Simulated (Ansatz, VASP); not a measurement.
**Two plane-wave programs on CaSe**

File POSCAR:

```
CaSe
1.0
    0.0000000000      3.2795613675      3.2795613675
    3.2795613675      0.0000000000      3.2795613675
    3.2795613675      3.2795613675      0.0000000000
Ca Se
1 1
Direct
    0.0000000000      0.0000000000      0.0000000000
    0.2500000000      0.2500000000      0.2500000000
```

INCAR.step1

```
ALGO = Normal
EDIFF = 1E-4
ENCUT = 520
GGA = PE
ISMEAR = 0
LASPH = T
LCHARG = F
LREAL = F
LWAVE = T
NBANDS = 15
NELM = 100
PREC = Accurate
SIGMA = 0.01
```

The input INCAR.step2:

```
ALGO = Normal
EDIFF = 1E-7
ENCUT = 520
ISIF = 2
ISMEAR = 0
ISTART = 1
LASPH = T
LCHARG = F
LMIXTAU = T
LREAL = F
LWAVE = F
METAGGA = R2SCAN
NBANDS = 15
NELM = 100
PREC = Accurate
SIGMA = 0.01
```

The input KPOINTS:

```
k-points
0
Gamma
  4 4 4
```

Input for Ansatz:

```yaml
crystal:
  lattice:
    - [0.0, 3.2795613675, 3.2795613675]
    - [3.2795613675, 0.0, 3.2795613675]
    - [3.2795613675, 3.2795613675, 0.0]
  atoms:
    - { symbol: Ca, position: [0.0, 0.0, 0.0] }
    - { symbol: Se, position: [0.25, 0.25, 0.25] }
kpoints:
  mp_grid: { grid: [4, 4, 4] }
hamiltonian:
  xc: r2scan
scf:
  occupations: { method: fixed }
  n_extra_bands: 4
output:
  forces: true
  stress: true
  eigenvalues: true
  write_density: true
  write_potential: true
  elf: true
  volumetric_format: npy
```

Alike in both runs: task single point; functional r2SCAN; k mesh 4 × 4 × 4; no spin polarisation.

|  | VASP | Ansatz |
| --- | --- | --- |
| version | VASP 6.6.1 | Ansatz 0.2.0 |
| potentials or method | VASP PAW PBE potentials, release 64 (Ca_sv, Se) | plane waves, PAW |
| plane-wave cutoff (eV) | 520 | 500 |
| occupations | gaussian, width 0.01 eV | fixed |
| valence electrons in the cell | 16 | 26 |

|  | VASP | Ansatz | Ansatz less VASP |
| --- | --- | --- | --- |
| gap on the k mesh at the Fermi level (eV) | 3.68 | 3.70 | +0.012 |
| pressure (GPa) | 0.2 | 0.0 | -0.18 |

VASP's potentials were made for PBE, not for r2SCAN. VASP's potentials hold 16 valence electrons a cell and Ansatz's 26, so a difference there can come from the potentials and not from the codes.
